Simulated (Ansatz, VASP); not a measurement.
# As4S in VASP and in Ansatz

```
As S
1.0
    -3.00017    3.00017    3.00017
     3.00017   -3.00017    3.00017
     3.00017    3.00017   -3.00017
As S
4 1
Direct
  0.50000 0.50000 0.50000
  0.50000 0.00000 0.00000
  0.00000 0.00000 0.50000
  0.00000 0.50000 0.00000
  0.00000 0.00000 0.00000
```

Alike in both runs: task single point; functional RPBE; k mesh 10 × 10 × 10; occupations gaussian, width 0.1 eV; no spin polarisation.

```csv
,VASP,Ansatz
version,VASP 6.6.1,Ansatz 0.2.0
potentials or method,"VASP PAW PBE potentials, release 64 (As, S), cutoff 520 eV","scalar-relativistic, plane waves, PAW"
valence electrons in the cell,26,66
```

```csv
,VASP,Ansatz,Ansatz less VASP
gap on the k mesh at the Fermi level (eV),none,none,-
pressure (GPa),1.5,1.5,+0.06
```

VASP's potentials were made for PBE, not for RPBE. A gap of «none» marks a metal or a gap that the smearing closes. VASP's potentials hold 26 valence electrons a cell and Ansatz's 66, so a difference there can come from the potentials and not from the codes.
